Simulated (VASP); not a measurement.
PtSe2, 6 atoms in the cell. The cell holds a slab with vacuum, 6 atoms: a = 3.707 Å, b = 3.707 Å, c = 22.798 Å, α = 90.00°, β = 90.00°, γ = 120.00°.  This cell differs from its parent crystal: layers slid over each other.

- Program: VASP 6.6.1
- Task: single point
- Functional: PBE
- Dispersion: D3(BJ)
- Potentials or basis: VASP PAW PBE potentials, release 64 (Se, Pt)
- Cutoff: 520 eV
- k mesh: 9 × 9 × 1
- Occupations: gaussian, width 0.05 eV
- Spin: no spin polarisation
- Dipole correction: yes
- Further INCAR settings: ALGO = Normal; EDIFF = 1e-06; NBANDS = 31

Potentials or basis: VASP PAW PBE potentials, release 64 (Se, Pt).

Launch:

```sh
$ cat potpaw_PBE.64/Se/POTCAR potpaw_PBE.64/Pt/POTCAR > POTCAR
$ mpirun -np 1 vasp_std > vasp.out
```

Hardware: 1 thread of Intel(R) Xeon(R) Platinum 8488C (Sapphire Rapids) (shared host).

How long does it take, and how much memory?

Wall time 3.8 min on 1 thread of Intel(R) Xeon(R) Platinum 8488C (Sapphire Rapids), with other jobs on the host, peak memory 0.48 GiB. Counts: scf iterations 23, k points 25.
